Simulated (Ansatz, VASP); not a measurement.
B5Pt in VASP and in Ansatz

INCAR

```
SYSTEM = B5Pt
PREC = Accurate ; ENCUT = 520
EDIFF = 1E-6 ; ISMEAR = 0
SIGMA = 0.1 ; LREAL = .False.
LASPH = .True. ; NELM = 100
ALGO = Normal ; ISIF = 2
LWAVE = .False. ; LCHARG = .False.
GGA = PE ; NBANDS = 22
```

KPOINTS

```
Automatic mesh
0
Gamma
  6 6 4
  0 0 0
```

File POSCAR:

```
B5Pt
1.0
    3.4194158600      0.0000000000      0.0000000000
   -1.7097079300      2.9613010000      0.0000000000
    0.0000000000      0.0000000000      6.6669307300
B Pt
5 1
Direct
    0.3333333300      0.6666666700      0.7407638100
    0.3333333300      0.6666666700      0.2592361900
    0.6666666700      0.3333333300      0.2592361900
    0.6666666700      0.3333333300      0.7407638100
    0.0000000000      0.0000000000      0.0000000000
    0.0000000000      0.0000000000      0.5000000000
```

Input for Ansatz:

```yaml
crystal:
  lattice:
    - [3.41941586, 0.0, 0.0]
    - [-1.70970793, 2.961301, 0.0]
    - [0.0, 0.0, 6.66693073]
  atoms:
    - { symbol: B, position: [0.33333333, 0.66666667, 0.74076381] }
    - { symbol: B, position: [0.33333333, 0.66666667, 0.25923619] }
    - { symbol: B, position: [0.66666667, 0.33333333, 0.25923619] }
    - { symbol: B, position: [0.66666667, 0.33333333, 0.74076381] }
    - { symbol: B, position: [0.0, 0.0, 0.0] }
    - { symbol: Pt, position: [0.0, 0.0, 0.5] }
basis:
  ecutwfc: 420
kpoints:
  mp_grid: { grid: [6, 6, 4] }
hamiltonian:
  xc: pbe
scf:
  occupations: { method: gaussian, width: 0.1 }
  lower_state_search: "off"
output:
  forces: true
  stress: true
  eigenvalues: true
```

Alike in both runs: task single point; functional PBE; k mesh 6 × 6 × 4; occupations gaussian, width 0.1 eV; no spin polarisation.

|  | VASP | Ansatz |
| --- | --- | --- |
| version | VASP 6.6.1 | Ansatz 0.2.0 |
| potentials or method | VASP PAW PBE potentials, release 64 (B, Pt), cutoff 520 eV | scalar-relativistic, plane waves, PAW |
| valence electrons in the cell | 25 | 33 |

Ansatz gave:

```
gap on the k mesh at the Fermi level (eV) : none
rms of the force components (eV/Å)        : 0.038
```

Estimate VASP's values.

gap on the k mesh at the Fermi level (eV): none; rms of the force components (eV/Å): 0.036.

Atom by atom the forces differ by 0.002 eV/Å (rms over components). A gap of «none» marks a metal or a gap that the smearing closes. With one functional, cell and mesh, what is left measures potentials, basis and numerics. VASP's potentials hold 25 valence electrons a cell and Ansatz's 33, so a difference there can come from the potentials and not from the codes.

Neither program's run includes spin-orbit coupling.
